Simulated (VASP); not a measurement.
# BN: single point with PBEsol

The system is BN.

```
B N
1.0
     2.50435    0.00000    0.00000
    -1.25217    2.16883    0.00000
     0.00000    0.00000    7.01910
B N
2 2
Direct
  0.36674 0.69112 0.25000
  0.70007 0.35779 0.75000
  0.33333 0.66667 0.75000
  0.66667 0.33333 0.25000
```

This cell differs from its parent crystal: all B atoms moved +0.075 Å, as atom 1 along Cartesian [1 1 0].

```json
{"Program": "VASP 6.6.1", "Task": "single point", "Functional": "PBEsol", "Potentials or basis": "VASP PAW PBE potentials, release 64 (B, N)", "Cutoff": "520 eV", "k mesh": "12 × 12 × 4", "Occupations": "gaussian, width 0.05 eV", "Spin": "no spin polarisation", "Dipole correction": "no", "Further INCAR settings": "ALGO = Normal; EDIFF = 1e-06; NBANDS = 16"}
```

| Item | Value |
| --- | --- |
| Pressure | 2.3 GPa |
| Largest force | 3.405 eV/Å |
| Band gap on the k mesh | 4.13 eV, indirect (least direct gap 4.55 eV) |

Forces on the atoms (eV/Å):
```
B   -1.847 -2.214  0.000
B   -2.585 -2.217  0.000
N    2.585  2.217  0.000
N    1.846  2.214  0.000
```

Stress tensor (GPa, compression positive):
```
 3.54  0.82  0.00
 0.82  3.49  0.00
 0.00  0.00 -0.12
```

Levels at points of the mesh, in eV from the valence-band top:
```csv
k point,band 4,band 5,band 6,band 7,band 8,band 9,band 10,band 11,band 12,band 13
"(0.00, 0.00, 0.00)",-4.38,-2.12,-2.10,-0.40,-0.39,4.80,9.55,10.41,10.48,11.81
"(0.50, 0.00, 0.00)",-8.69,-4.53,-3.66,-1.37,-0.46,4.13,5.66,9.42,9.99,12.28
"(0.00, 0.50, 0.00)",-8.74,-4.36,-3.73,-1.34,-0.49,4.20,5.56,9.35,9.86,12.30
"(0.50, 0.50, 0.00)",-8.81,-4.11,-3.88,-1.30,-0.53,4.29,5.45,9.27,9.73,12.32
"(0.00, 0.00, 0.50)",-5.29,-2.12,-2.10,-0.40,-0.39,6.89,6.89,10.45,10.48,12.39
"(0.50, 0.00, 0.50)",-8.70,-4.53,-3.66,-1.17,-0.64,4.21,5.27,9.73,9.97,13.04
"(0.00, 0.50, 0.50)",-8.74,-4.36,-3.73,-1.10,-0.71,4.34,5.12,9.66,9.82,13.07
"(0.50, 0.50, 0.50)",-8.82,-4.11,-3.88,-0.98,-0.83,4.57,4.86,9.60,9.66,13.12
```

It took 110 s on 1 thread of Intel Xeon 6975P-C, with other jobs on the host, peak memory 0.24 GiB.

Caveat: the cell differs from its parent crystal (all B atoms moved +0.075 Å, as atom 1 along Cartesian [1 1 0]); the PAW data sets were made with another functional, which shifts forces and pressure a little; this functional lacks dispersion, which binds the layers, so the pressure and a relaxed spacing across them are unreliable. A k mesh can miss the band edges.
